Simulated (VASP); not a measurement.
The system is GdSe.

```
CELL_PARAMETERS angstrom
4.08071 0.00000 0.00000
2.04036 3.53400 0.00000
2.04036 1.17800 3.33189
ATOMIC_POSITIONS crystal
Gd 0.00000 0.00000 0.00000
Se 0.50000 0.50000 0.50000
```

Base run:

| Property | Result |
| --- | --- |
| Program | VASP 6.6.1 |
| Functional | LDA |
| Potentials or basis | VASP PAW PBE potentials, release 64 (Gd, Se) |
| Cutoff | 520 eV |
| k mesh | 10 × 10 × 10 |
| Occupations | fermi-dirac, width 0.1 eV |
| Spin | collinear spin, ferromagnetic start |
| Starting moments | [4.9, 0.0] μB |
| Hubbard terms | Gd f U = 7.0 eV |

Its results: pressure -2.4 GPa; net moment 7.18 μB per cell; site moments Gd +6.94; Se -0.03 μB.

The run is repeated on the same cell with these changes: hubbard terms from Gd f U = 7.0 eV to Gd f U = 3.0 eV. What comes out?

Pressure -2.8 GPa; net moment 7.00 μB per cell; site moments Gd +6.82; Se -0.03 μB.

Caveats: the PAW data sets were made with another functional, which shifts forces and pressure a little; a cell with one magnetic atom can't hold antiferromagnetic order, which such compounds often take.
